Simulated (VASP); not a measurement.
## Si6C: single point with PBE

Si6C, a slab with vacuum:

```
Si C
1.0
     3.86754    0.00000    0.00000
     0.00000    5.46952    0.00000
     0.00000    0.00000   19.22384
Si C
6 1
Direct
  0.50000 0.00000 0.20807
  0.00000 0.25000 0.20807
  0.00000 0.50244 0.30629
  0.50000 0.74756 0.30629
  0.50000 0.00986 0.40178
  0.00000 0.24014 0.40178
  0.66667 0.00986 0.48807
```

- Program: VASP 6.6.1
- Task: single point
- Functional: PBE
- Potentials or basis: VASP PAW PBE potentials, release 64 (Si, C)
- Cutoff: 520 eV
- k mesh: 7 × 5 × 1
- Occupations: gaussian, width 0.05 eV
- Spin: collinear spin
- Starting moments: [0.0, 0.0, 0.0, 0.0, 0.0, 0.0, 2.0] μB

```yaml
Largest_force: 1.710 eV/Å
Net_moment: 0.12 μB per cell
Site_moments: Si -0.14, -0.04, -0.01, +0.00, +0.02 (each value once); C +0.30 μB
Valence_electrons_inside_the_program's_atomic_spheres: Si 1.63, 1.67, 1.68, 1.76, 1.64 (each value once); C 2.16
```

Forces in eV/Å, atoms in the order of the input:
```
Si  -0.098  0.570  0.087
Si   0.068 -0.774  0.139
Si  -0.109  0.221  0.182
Si  -0.047 -0.447 -0.542
Si  -1.398 -0.488 -0.727
Si   0.087  0.091  0.846
C    1.497  0.827  0.014
```

Levels at points of the mesh, in eV from the Fermi level:
Spin up:
| k point | band 12 | band 13 | band 14 | band 15 | band 16 | band 17 |
| --- | --- | --- | --- | --- | --- | --- |
| (0.00, 0.00, 0.00) | -0.95 | -0.48 | -0.18 | 0.10 | 1.02 | 1.37 |
Spin down:
| k point | band 10 | band 11 | band 12 | band 13 | band 14 | band 15 | band 16 | band 17 | band 18 | band 19 |
| --- | --- | --- | --- | --- | --- | --- | --- | --- | --- | --- |
| (0.00, 0.00, 0.00) | -1.73 | -1.49 | -0.60 | -0.49 | 0.05 | 0.18 | 0.87 | 1.45 | 1.93 | 2.78 |

It took 18 min on 1 thread of Intel(R) Xeon(R) Platinum 8259CL CPU @ 2.50GHz (Skylake/Cascade Lake), on a shared host, peak memory 0.75 GiB.
